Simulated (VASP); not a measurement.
Here is a VASP 6.6.1 calculation.

INCAR

```
  PREC = Accurate
  ENCUT = 520
  EDIFF = 1E-8
  ISMEAR = 0
  SIGMA = 0.01
  LREAL = F
  LASPH = T
  NELM = 100
  ALGO = Normal
  ISIF = 2
  LWAVE = F
  LCHARG = F
  NBANDS = 11
  IBRION = 8
  NSW = 1
  LEPSILON = T
```

Contents of KPOINTS:

```
regular mesh
0
Gamma
  10 10 10
```

Contents of POSCAR:

```
AlN
1.0
    0.0000000000      2.1643823157      2.1643823157
    2.1643823157      0.0000000000      2.1643823157
    2.1643823157      2.1643823157      0.0000000000
Al N
1 1
Direct
    0.0000000000      0.0000000000      0.0000000000
    0.7500000000      0.7500000000      0.7500000000
```

Potentials or basis: VASP PAW LDA potentials, release 64 (Al, N).

Run with:

```console
$ cat potpaw_LDA.64/Al/POTCAR potpaw_LDA.64/N/POTCAR > POTCAR
$ mpirun -np 1 vasp_std > vasp.out
```

What does it give for the electronic dielectric tensor (diagonal)?

4.53.

Predict the Born charges (mean of the diagonal).

Al +2.53; N -2.53 e.

Predict the highest phonon frequency at Γ, LO-TO splitting left out.

680 cm⁻¹.

Born effective charge tensors (e):
atom 1, Al
```
2.53 0.00 0.00
0.00 2.53 0.00
0.00 0.00 2.53
```
atom 2, N
```
-2.53  0.00  0.00
 0.00 -2.53  0.00
 0.00  0.00 -2.53
```

Caveat: the cell wasn't relaxed at this level first, which shifts response properties.
